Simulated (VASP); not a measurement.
A run of VASP 6.6.1 is set up as follows.

The input INCAR:

```
ALGO = Normal
EDIFF = 1E-6
ENCUT = 560
GGA = PE
GGA_COMPAT = F
ISIF = 2
ISMEAR = -1
LASPH = T
LCHARG = T
LELF = T
LREAL = F
LVHAR = T
LWAVE = F
NBANDS = 23
NELM = 120
PREC = Accurate
SIGMA = 0.08
```

File KPOINTS:

```
k-points
0
Gamma
  19 19 10
```

Contents of POSCAR:

```
Ru
1.0
    2.3203690898      0.0000000000      0.0000000000
   -1.1601845449      2.0094985779      0.0000000000
    0.0000000000      0.0000000000      3.7164762457
Ru
2
Direct
    0.3333333333      0.6666666667      0.2500000000
    0.6666666667      0.3333333333      0.7500000000
```

Potentials or basis: VASP PAW PBE potentials, release 64 (Ru_sv).

Launch:

```bash
$ cat potpaw_PBE.64/Ru_sv/POTCAR > POTCAR
$ mpirun -np 1 vasp_std > vasp.out
```

(1) Predict the band gap on the k mesh.

(2) Predict the pressure.

Answers

(1) zero (bands 16 and 17 overlap by 6.18 eV).

(2) 418.8 GPa.

Caveat: the cell stands under pressure.
